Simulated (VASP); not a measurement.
# Ge (Fd-3m) in VASP: further runs

Aim: see how the results for Ge move with the level of theory and the settings. Levels: BLYP, RPBE, PBE0. Tasks: relaxation of cell and atoms, single point.

Program: VASP 6.6.1. These are calculated values, not measurements. Logs are shortened: lines on timing, memory, paths and dates and some standing lists are left out, and cuts for length are marked.

### 1 The cell of the first run

Symmetry: Fd-3m, No. 227, cubic system. Conventional cell: a = 5.658 Å, b = 5.658 Å, c = 5.658 Å, α = 90.00°, β = 90.00°, γ = 90.00°. Within 3.2 Å of Ge (site symmetry -43m) lie 4 Ge at 2.45 Å.

### 2 Relaxation of cell and atoms, BLYP

The input, INCAR:

```
SYSTEM = Ge
AGGAC = 1.0
AGGAX = 1.0
ALDAC = 0.0
ALDAX = 1.0
ALGO = Normal
EDIFF = 1E-6
EDIFFG = -0.02
ENCUT = 600
GGA = B5
IBRION = 2
ISIF = 3
ISMEAR = -1
LASPH = .TRUE.
LCHARG = .FALSE.
LREAL = .FALSE.
LWAVE = .FALSE.
NELM = 100
NSW = 80
PREC = Accurate
SIGMA = 0.05
```

The input, KPOINTS:

```
k-points
0
G
  8 8 8
  0 0 0
```

The input, POSCAR:

```
Ge
1.0
    0.0000000000      2.8289100000      2.8289100000
    2.8289100000      0.0000000000      2.8289100000
    2.8289100000      2.8289100000      0.0000000000
Ge
2
Direct
    0.7500000000      0.7500000000      0.7500000000
    0.5000000000      0.5000000000      0.5000000000
```

Potentials or basis: VASP PAW PBE potentials, release 64 (Ge_d).

Command:

```bash
cat potpaw_PBE.64/Ge_d/POTCAR > POTCAR
mpirun -np 1 vasp_std > vasp.out
```

OUTCAR:

```text
SYSTEM = Ge
   EDIFF = 1E-6
   EDIFFG = -0.02
   ENCUT = 600
   GGA = B5
   IBRION = 2
   ISIF = 3
   ISMEAR = -1
   LASPH = .TRUE.
   LREAL = .FALSE.
   NELM = 100
   NSW = 80
   PREC = Accurate

 ion  position               nearest neighbor table
   1  0.750  0.750  0.750-   2 2.45   2 2.45   2 2.45   2 2.45
   2  0.500  0.500  0.500-   1 2.45   1 2.45   1 2.45   1 2.45

  LATTYP: Found a face centered cubic cell.
 ALAT       =     5.6578200000

  Lattice vectors:

 A1 = (   0.0000000000,   2.8289100000,   2.8289100000)
 A2 = (   2.8289100000,   0.0000000000,   2.8289100000)
 A3 = (   2.8289100000,   2.8289100000,   0.0000000000)

Analysis of symmetry for initial positions (statically):
=====================================================================
 Subroutine PRICEL returns:
 Original cell was already a primitive cell.

 Routine SETGRP: Setting up the symmetry group for a
 face centered cubic supercell.

 Subroutine GETGRP returns: Found 48 space group operations
 (whereof 24 operations were pure point group operations)
 out of a pool of 48 trial point group operations.

The static configuration has the point symmetry T_d .
 The point group associated with its full space group is O_h .

Analysis of symmetry for dynamics (positions and initial velocities):
=====================================================================
 Subroutine PRICEL returns:
 Original cell was already a primitive cell.

 Routine SETGRP: Setting up the symmetry group for a
 face centered cubic supercell.

 Subroutine GETGRP returns: Found 48 space group operations
 (whereof 24 operations were pure point group operations)
 out of a pool of 48 trial point group operations.

The dynamic configuration has the point symmetry T_d .
 The point group associated with its full space group is O_h .

 Subroutine INISYM returns: Found 48 space group operations
 (whereof 24 operations are pure point group operations),
 and found     1 'primitive' translations

----------------------------------------------------------------------------------------

                                     Primitive cell

  volume of cell :      45.2780

  direct lattice vectors                    reciprocal lattice vectors
     0.000000000  2.828910000  2.828910000    -0.176746521  0.176746521  0.176746521
     2.828910000  0.000000000  2.828910000     0.176746521 -0.176746521  0.176746521
     2.828910000  2.828910000  0.000000000     0.176746521  0.176746521 -0.176746521

  length of vectors
     4.000682889  4.000682889  4.000682889     0.306133954  0.306133954  0.306133954

  position of ions in fractional coordinates (direct lattice)
     0.750000000  0.750000000  0.750000000
     0.500000000  0.500000000  0.500000000

  ion indices of the primitive-cell ions
   primitive index   ion index
                 1           1
                 2           2

----------------------------------------------------------------------------------------

 KPOINTS: k-points

Automatic generation of k-mesh.
 Grid dimensions read from file:
 generate k-points for:    8    8    8

 Generating k-lattice:

  Cartesian coordinates                     Fractional coordinates (reciprocal lattice)
    -0.022093315  0.022093315  0.022093315     0.125000000  0.000000000  0.000000000
     0.022093315 -0.022093315  0.022093315     0.000000000  0.125000000  0.000000000
     0.022093315  0.022093315 -0.022093315     0.000000000  0.000000000  0.125000000

  Length of vectors
     0.038266744  0.038266744  0.038266744

  Shift w.r.t. Gamma in fractional coordinates (k-lattice)
     0.000000000  0.000000000  0.000000000

 Subroutine IBZKPT returns following result:
 ===========================================

 Found     29 irreducible k-points:

 Following reciprocal coordinates:
            Coordinates               Weight
  0.000000  0.000000  0.000000      1.000000
  0.125000  0.000000  0.000000      8.000000
  0.250000  0.000000  0.000000      8.000000
  0.375000  0.000000  0.000000      8.000000
  0.500000  0.000000  0.000000      4.000000
  0.125000  0.125000  0.000000      6.000000
[... 16 lines left out ...]
  0.500000  0.250000  0.125000     48.000000
 -0.375000  0.250000  0.125000     24.000000
 [... further k-points ...]
   k-points           NKPTS =     29   k-points in BZ     NKDIM =     29   number of bands    NBANDS=     18
   number of dos      NEDOS =    301   number of ions     NIONS =      2
   total plane-waves  NPLWV =  32768
   dimension x,y,z NGX =    32 NGY =   32 NGZ =   32
   dimension x,y,z NGXF=    64 NGYF=   64 NGZF=   64
   ions per type =               2
   NGX,Y,Z   is equivalent  to a cutoff of  13.30, 13.30, 13.30 a.u.
   NGXF,Y,Z  is equivalent  to a cutoff of  26.59, 26.59, 26.59 a.u.
 SYSTEM =  Ge
   PREC   = accura    normal or accurate (medium, high low for compatibility)
   ISTART =      0    job   : 0-new  1-cont  2-samecut
   ICHARG =      2    charge: 1-file 2-atom 10-const
   ISPIN  =      1    spin polarized calculation?
   LNONCOLLINEAR =      F non collinear calculations
   LSORBIT =      F    spin-orbit coupling
   LASPH  =      T    aspherical Exc in radial PAW
   ENCUT  =  600.0 eV  44.10 Ry    6.64 a.u.   7.99  7.99  7.99*2*pi/ulx,y,z
   NELM   =    100;   NELMIN=  2; NELMDL= -5     # of ELM steps
   EDIFF  = 0.1E-05   stopping-criterion for ELM
   LREAL  =      F    real-space projection
   EDIFFG = -.2E-01   stopping-criterion for IOM
   NSW    =     80    number of steps for IOM
   IBRION =      2    ionic relax: 0-MD 1-quasi-New 2-CG
   NFREE  =      1    steps in history (QN), initial steepest desc. (CG)
   ISIF   =      3    stress and relaxation
   ISYM   =      2    0-nonsym 1-usesym 2-fastsym
   POTIM  = 0.5000    time-step for ionic-motion
   TEBEG  =    0.0;   TEEND  =   0.0 temperature during run
   PSTRESS=    0.0 pullay stress
   NELECT =      28.0000    total number of electrons
   NUPDOWN=      -1.0000    fix difference up-down
   EMIN   =  10.00;   EMAX   =-10.00  energy-range for DOS
   EFERMI =   0.00;   METHOD = LEGACY
   ISMEAR =    -1;   SIGMA  =   0.05  broadening in eV -4-tet -1-fermi 0-gaus
   EFERMI_NEDOS =   21; number of points for ismear=-14 and -15
   IALGO  =     38    algorithm
   IMIX   =      4    mixing-type and parameters
     AMIX     =   0.40;   BMIX     =  1.00
     AMIX_MAG =   1.60;   BMIX_MAG =  1.00
  volume/ion in A,a.u.               =      22.64       152.78
  Fermi-wavevector in a.u.,A,eV,Ry     =   1.394756  2.635708 26.468033  1.945346
  Thomas-Fermi vector in A             =   2.518275
   LORBIT       =      0    0 simple, 1 ext, 2 COOP (PROOUT), +10 PAW based schemes
   GGA     = B5    functional components
   LHFCALC =     F    Hartree Fock is set to
   AEXX    =    0.0000 exact exchange contribution
   IVDW    =     0    specifies the selected vdW correction
   LEPSILON=     F    determine dielectric tensor
   LRPA    =     F    only Hartree local field effects (RPA)
 conjugate gradient relaxation of ions
 non-spin polarized calculation
  energy-cutoff  :      600.00
  volume of cell :       45.28
 maximum number of plane-waves:      1540
   NGX = 15   NGY = 15   NGZ = 15

--------------------------------------- Ionic step        1  -------------------------------------------

 number of electron      28.0000013 magnetization

 Free energy of the ion-electron system (eV)
  ---------------------------------------------------
  ext. energy  EPLUGINS =         0.00000000
  ---------------------------------------------------
  free energy    TOTEN  =        -7.55365630 eV

  energy without entropy =       -7.55300697  energy(sigma->0) =       -7.55333164

 E-fermi :   5.4383     XC(G=0):  -9.3528

 val. band max:        5.4188453621   @ k =   0.0000   0.0000   0.0000
 cond. band min:       5.5824658385   @ k =   0.5000   0.0000   0.0000
 fundamental gap:      0.1636204765
 Fermi energy:         5.4383309972

 k-point     1 :       0.0000    0.0000    0.0000
  band No.  band energies     occupation
      1     -19.3815      2.00000
      2     -19.3815      2.00000
      3     -19.3815      2.00000
      4     -19.3436      2.00000
      5     -19.3436      2.00000
      6     -19.1319      2.00000
[... 481 lines left out ...]
      5     -19.2672      2.00000
      6     -19.2125      2.00000
[... 10 lines left out ...]
     17      11.2106      0.00000
     18      12.3843      0.00000

 [... further k-points ...]

------------------------ aborting loop because EDIFF is reached ----------------------------------------

  FORCE on cell =-STRESS in cart. coord.  units (eV):
  Direction    XX          YY          ZZ          XY          YZ          ZX
  --------------------------------------------------------------------------------------
  -------------------------------------------------------------------------------------
  Total        2.1264763      2.1264763      2.1264763     -0.0000000      0.0000000     -0.0000000
  in kB       75.2460555     75.2460555     75.2460555     -0.0000000      0.0000000     -0.0000000
  external PRESSURE =      75.2460555 kB  Pullay stress =       0.0000000 kB
[... 89 lines left out ...]
  FREE ENERGIE OF THE ION-ELECTRON SYSTEM (eV)
  ---------------------------------------------------
  free  energy   TOTEN  =        -7.6754853905 eV

  energy  without entropy=       -7.6731667138  energy(sigma->0) =       -7.67432605

[... ionic steps 4 to 7 ...]

--------------------------------------- Ionic step        8  -------------------------------------------

 number of electron      27.9999974 magnetization

------------------------ aborting loop because EDIFF is reached ----------------------------------------
[... 67 lines left out ...]
--------------------------------------- Ionic step       10  -------------------------------------------

 number of electron      27.9999974 magnetization

 Free energy of the ion-electron system (eV)
  ---------------------------------------------------
  ext. energy  EPLUGINS =         0.00000000
  ---------------------------------------------------
  free energy    TOTEN  =        -7.67536580 eV

  energy without entropy =       -7.67314124  energy(sigma->0) =       -7.67425352

 E-fermi :   4.1789     XC(G=0):  -8.8283

 val. band max:        4.1631056551   @ k =   0.5000   0.0000   0.0000
 cond. band min:       4.2818429879   @ k =   0.3750   0.0000   0.0000
 fundamental gap:      0.1187373329
 Fermi energy:         4.1788646102

 k-point     1 :       0.0000    0.0000    0.0000
  band No.  band energies     occupation
      1     -20.3271      2.00000
      2     -20.3271      2.00000
      3     -20.3271      2.00000
      4     -20.2975      2.00000
      5     -20.2975      2.00000
      6     -20.1418      2.00000
[... 481 lines left out ...]
      5     -20.2426      2.00000
      6     -20.2022      2.00000
[... 10 lines left out ...]
     17       9.6924      0.00000
     18      10.7277      0.00000

 [... further k-points ...]

------------------------ aborting loop because EDIFF is reached ----------------------------------------

  FORCE on cell =-STRESS in cart. coord.  units (eV):
  Direction    XX          YY          ZZ          XY          YZ          ZX
  --------------------------------------------------------------------------------------
  -------------------------------------------------------------------------------------
  Total        0.0085537      0.0085537      0.0085537      0.0000000      0.0000000     -0.0000000
  in kB        0.2691773      0.2691773      0.2691773      0.0000000      0.0000000     -0.0000000
  external PRESSURE =       0.2691773 kB  Pullay stress =       0.0000000 kB
[... 17 lines left out ...]
  FREE ENERGIE OF THE ION-ELECTRON SYSTEM (eV)
  ---------------------------------------------------
  free  energy   TOTEN  =        -7.6753657997 eV

  energy  without entropy=       -7.6731412359  energy(sigma->0) =       -7.67425352

 reached required accuracy - stopping structural energy minimisation
```

Wall time 3.2 min (1 thread of Intel Xeon 8259CL, shared host); peak memory 0.19 GiB.

What came out:

```
Free energy                           : -7.6754 eV
Relaxed volume                        : 25.46 Å³/atom
Relaxed cell                          : a = 4.160 Å, b = 4.160 Å, c = 4.160 Å, α = 60.00°, β = 60.00°, γ = 60.00°
Space group after relaxing (to 0.1 Å) : Fd-3m (No. 227)
Energy gained by relaxing             : 60.9 meV/atom
Ionic steps                           : 10
Pressure after relaxing               : 0.0 GPa
Band gap on the k mesh                : zero (bands 14 and 15 overlap by 0.17 eV)
```

Step by step:
| step | energy change (eV) | largest force (eV/Å) | pressure (GPa) | volume (Å³) |
| --- | --- | --- | --- | --- |
| 1 | 0.0000 | 0.0000 | 7.52 | 45.28 |
| 2 | -0.1161 | 0.0000 | -1.24 | 52.61 |
| 3 | -0.1218 | 0.0000 | -0.23 | 51.08 |
| 4 | -0.1217 | 0.0000 | 0.21 | 50.87 |
| 5 | -0.1217 | 0.0000 | 0.17 | 50.88 |
| 6 | -0.1217 | 0.0000 | 0.18 | 50.90 |
| 7 | -0.1217 | 0.0000 | 0.19 | 50.90 |
| 8 | -0.1217 | 0.0000 | 0.20 | 50.90 |
| 9 | -0.1217 | 0.0000 | 0.21 | 50.91 |
| 10 | -0.1217 | 0.0000 | 0.03 | 50.91 |

Final structure:
```xyz
2
Lattice="0.0000 2.9417 2.9417 2.9417 0.0000 2.9417 2.9417 2.9417 0.0000" Properties=species:S:1:pos:R:3 pbc="T T T"
Ge    4.4126    4.4126    4.4126
Ge    2.9417    2.9417    2.9417
```

Caveat: semilocal functionals underestimate gaps, so a narrow gap can read as zero; the PAW data sets were made with another functional, which shifts forces and pressure a little.

### 3 Relaxation of cell and atoms, RPBE

The input, INCAR:

```
PREC = Accurate ; ENCUT = 600
EDIFF = 1E-6 ; ISMEAR = -1
SIGMA = 0.05 ; LREAL = False
LASPH = True ; NELM = 60
ALGO = Normal ; ISIF = 3
LWAVE = False ; LCHARG = False
GGA = RP ; IBRION = 2
NSW = 80 ; EDIFFG = -0.02
```

The input, KPOINTS:

```
Automatic mesh
0
Gamma
  8 8 8
```

POSCAR is that of step 2.

Potentials or basis: VASP PAW PBE potentials, release 64 (Ge_d).

Command:

```bash
cat potpaw_PBE.64/Ge_d/POTCAR > POTCAR
mpirun -np 1 vasp_std > vasp.out
```

It took 70 s on 1 thread of Intel Xeon 8259CL, shared host; peak memory 0.19 GiB.

Results (log left out):

```
Free energy                           : -8.3585 eV
Relaxed volume                        : 24.57 Å³/atom
Relaxed cell                          : a = 4.111 Å, b = 4.111 Å, c = 4.111 Å, α = 60.00°, β = 60.00°, γ = 60.00°
Space group after relaxing (to 0.1 Å) : Fd-3m (No. 227)
Energy gained by relaxing             : 30.2 meV/atom
Ionic steps                           : 3
Pressure after relaxing               : 0.0 GPa
Band gap on the k mesh                : zero (filled and empty bands touch)
```

The path:
| step | energy change (eV) | largest force (eV/Å) | pressure (GPa) | volume (Å³) |
| --- | --- | --- | --- | --- |
| 1 | 0.0000 | 0.0000 | 5.30 | 45.28 |
| 2 | -0.0557 | 0.0000 | -1.34 | 50.36 |
| 3 | -0.0603 | 0.0000 | 0.03 | 49.14 |

Final structure:
```
Ge
1.0
     0.00000    2.90725    2.90725
     2.90725    0.00000    2.90725
     2.90725    2.90725    0.00000
Ge
2
Direct
  0.75000 0.75000 0.75000
  0.50000 0.50000 0.50000
```

Levels at points of the mesh, in eV from the Fermi level:
```
           k point  band 11  band 12  band 13  band 14  band 15  band 16  band 17  band 18
(0.00, 0.00, 0.00)   -12.11    -0.55     0.03     0.03     0.03     2.56     2.56     2.56
(0.50, 0.00, 0.00)   -10.22    -7.18    -1.25    -1.25     0.07     3.75     3.75     7.27
(0.50, 0.50, 0.00)    -8.53    -8.53    -2.76    -2.76     0.96     0.96     8.93     8.93
```

Caveat: semilocal functionals underestimate gaps, so a narrow gap can read as zero; the PAW data sets were made with another functional, which shifts forces and pressure a little.

### 4 Single point, PBE0

This run uses another cell than the first one, of 24.00 Å³/atom.

The input, POSCAR:

```
Ge
1.0
    0.0000000000      2.8843929095      2.8843929095
    2.8843929095      0.0000000000      2.8843929095
    2.8843929095      2.8843929095      0.0000000000
Ge
2
Direct
    0.7500000000      0.7500000000      0.7500000000
    0.5000000000      0.5000000000      0.5000000000
```

The input, INCAR.step1:

```
  ALGO = Normal
  EDIFF = 1E-5
  ENCUT = 520
  GGA = PE
  ISIF = 2
  ISMEAR = -1
  LASPH = True
  LCHARG = False
  LREAL = False
  LWAVE = True
  NBANDS = 21
  NELM = 60
  PREC = Accurate
  SIGMA = 0.05
```

The input, INCAR.step2:

```
  AEXX = 0.25
  ALGO = Normal
  EDIFF = 1E-6
  ENCUT = 520
  GGA = PE
  ISIF = 2
  ISMEAR = -1
  ISTART = 1
  LASPH = True
  LCHARG = False
  LHFCALC = True
  LREAL = False
  LWAVE = False
  NBANDS = 21
  NELM = 60
  PREC = Accurate
  PRECFOCK = Normal
  SIGMA = 0.05
```

The input, KPOINTS:

```
k-points
0
Gamma
  4 4 4
```

Command:

```bash
cat potpaw_PBE.64/Ge_d/POTCAR > POTCAR
cp INCAR.step1 INCAR
mpirun -np 1 vasp_std > vasp.out
cp INCAR.step2 INCAR
mpirun -np 1 vasp_std > vasp.out
```

Wall time 8.6 min (1 thread of Intel Xeon 6975P-C (Granite Rapids), shared host); peak memory 0.17 GiB.

The run converged. Its results:

| Item | Value |
| --- | --- |
| Free energy | -11.4781 eV |
| Pressure | -3.1 GPa |
| Band gap on the k mesh | 1.07 eV |

Levels at points of the mesh, in eV from the valence-band top:
```
           k point  band 11  band 12  band 13  band 14  band 15  band 16  band 17  band 18
(0.00, 0.00, 0.00)   -13.63     0.00     0.00     0.00     1.07     3.94     3.94     3.94
(0.50, 0.00, 0.00)   -11.45    -8.06    -1.44    -1.44     1.38     5.18     5.18     8.63
(0.50, 0.50, 0.00)    -9.52    -9.52    -3.16    -3.16     2.09     2.09    11.08    11.08
```

Caveat: the k points lie up to 0.47 Å⁻¹ apart; the PAW data sets were made with another functional, which shifts forces and pressure a little. A k mesh can miss the band edges.

### 5 Overview

```csv
task,level,cell,k mesh,cutoff (eV),grid for exact exchange (PRECFOCK),share of exact exchange,gap on the mesh (eV),pressure (GPa),relaxed volume (Å³/atom)
relaxation of cell and atoms,BLYP,"relaxed from a = 4.001 Å, angles 60.0°, 2 atoms",8 × 8 × 8,600,-,-,none,0.0,25.46
relaxation of cell and atoms,RPBE,"relaxed from a = 4.001 Å, angles 60.0°, 2 atoms",8 × 8 × 8,600,-,-,none,0.0,24.57
single point,PBE0,"a = 4.079 Å, angles 60.0°, 2 atoms",4 × 4 × 4,520,Normal,0.25,1.07,-3.1,-
```

Alike in all rows: potentials or basis VASP PAW PBE potentials, release 64 (Ge_d); no spin polarisation; smearing fermi-dirac 0.05 eV.

Caveats: some runs use coarse meshes; the PAW data sets were made with another functional, which shifts forces and pressure a little; semilocal functionals underestimate gaps, so a narrow gap can read as zero (at least some runs).

Absolute energies hang on the potentials; compare differences alone.

### 6 Against experiment

Step 2. The cell as given is a measured one (22.64 Å³/atom); BLYP puts the equilibrium volume +12.4 % from it, thermal expansion not counted.

Step 3. The cell as given is a measured one (22.64 Å³/atom); RPBE puts the equilibrium volume +8.5 % from it, thermal expansion not counted.
